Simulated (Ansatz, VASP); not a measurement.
# Two plane-wave programs on InSb3

Contents of INCAR:

```
PREC = Accurate
ENCUT = 520
EDIFF = 1E-7
ISMEAR = 0
SIGMA = 0.15
LREAL = F
LASPH = T
NELM = 60
ALGO = Normal
ISIF = 2
LWAVE = F
LCHARG = T
GGA = PS
LELF = T
LVHAR = T
NBANDS = 22
```

Contents of KPOINTS:

```
regular mesh
0
Gamma
  8 8 8
```

File POSCAR:

```
InSb3
1.0
    4.7757469295      0.0000000000      0.0000000000
    0.0000000000      4.7757469295      0.0000000000
    0.0000000000      0.0000000000      4.7757469295
In Sb
1 3
Direct
    0.0000000000      0.0000000000      0.0000000000
    0.5000000000      0.0000000000      0.5000000000
    0.0000000000      0.5000000000      0.5000000000
    0.5000000000      0.5000000000      0.0000000000
```

Input for Ansatz:

```yaml
crystal:
  lattice:
    - [4.7757469295, 0.0, 0.0]
    - [0.0, 4.7757469295, 0.0]
    - [0.0, 0.0, 4.7757469295]
  atoms:
    - { symbol: In, position: [0.0, 0.0, 0.0] }
    - { symbol: Sb, position: [0.5, 0.0, 0.5] }
    - { symbol: Sb, position: [0.0, 0.5, 0.5] }
    - { symbol: Sb, position: [0.5, 0.5, 0.0] }
basis:
  ecutwfc: 420
kpoints:
  mp_grid: { grid: [8, 8, 8] }
hamiltonian:
  xc: pbesol
  pseudopotentials: { kind: paw, azcp: { folder: soft_1 } }
scf:
  occupations: { method: gaussian, width: 0.15 }
output:
  forces: true
  stress: true
  eigenvalues: true
  write_density: true
  write_potential: true
  elf: true
  volumetric_format: npy
```

Change from the starting cell: equal engineering shear yz, xz and xy +0.0000, equal normal strain along x, y and z +0.0100.

Alike in both runs: task single point; functional PBEsol; k mesh 8 × 8 × 8; occupations gaussian, width 0.15 eV; no spin polarisation.

```csv
,VASP,Ansatz
version,VASP 6.6.1,Ansatz 0.2.0
potentials or method,"VASP PAW PBE potentials, release 64 (In_d, Sb), cutoff 520 eV","scalar-relativistic, plane waves, PAW"
valence electrons in the cell,28,58
```

|  | VASP | Ansatz | Ansatz less VASP |
| --- | --- | --- | --- |
| gap on the k mesh at the Fermi level (eV) | none | none | - |
| pressure (GPa) | -1.7 | -1.6 | +0.02 |

VASP's potentials were made for PBE, not for PBEsol, and Ansatz warns of the same on its side. A gap of «none» marks a metal or a gap that the smearing closes. VASP's potentials hold 28 valence electrons a cell and Ansatz's 58, so a difference there can come from the potentials and not from the codes.

Spin-orbit coupling is off throughout.
